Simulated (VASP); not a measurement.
Write the native input for VASP 6.6.1 that does the following.

* Task: single point
* Functional: PBE
* Potentials or basis: VASP PAW PBE potentials, release 64 (K_sv, Cl)
* Cutoff: 520 eV
* k mesh: 8 × 8 × 8
* Occupations: gaussian, width 0.05 eV
* Spin: no spin polarisation
* Dipole correction: no
* Further INCAR settings: ALGO = Normal; EDIFF = 1e-06; NBANDS = 15

The structure of KCl (Sylvite) lies in POSCAR:

```
KCl
1.0
    0.0000000000      3.0104943467      3.0104943467
    3.0104943467      0.0000000000      3.0104943467
    3.0104943467      3.0104943467      0.0000000000
K Cl
1 1
Direct
    0.0000000000      0.0000000000      0.0000000000
    0.5000000000      0.5000000000      0.5000000000
```

This cell differs from its parent crystal: volume scaled by 0.840.

One way to write it, as run:

INCAR

```
PREC = Accurate
ENCUT = 520
EDIFF = 1E-6
ISMEAR = 0
SIGMA = 0.05
LREAL = False
LASPH = True
NELM = 60
ALGO = Normal
ISIF = 2
LWAVE = False
LCHARG = False
GGA = PE
NBANDS = 15
```

KPOINTS

```
regular mesh
0
Gamma
  8 8 8
```

Potentials or basis: VASP PAW PBE potentials, release 64 (K_sv, Cl).

The run is started by

```sh
$ cat potpaw_PBE.64/K_sv/POTCAR potpaw_PBE.64/Cl/POTCAR > POTCAR
$ mpirun -np 1 vasp_std > vasp.out
```

Results of the run:

The pressure is 4.4 GPa. The band gap on the k mesh is 5.68 eV, direct.

Run time: 38 s on 1 thread of AMD EPYC 7R13 (shared host), peak memory 0.15 GiB.
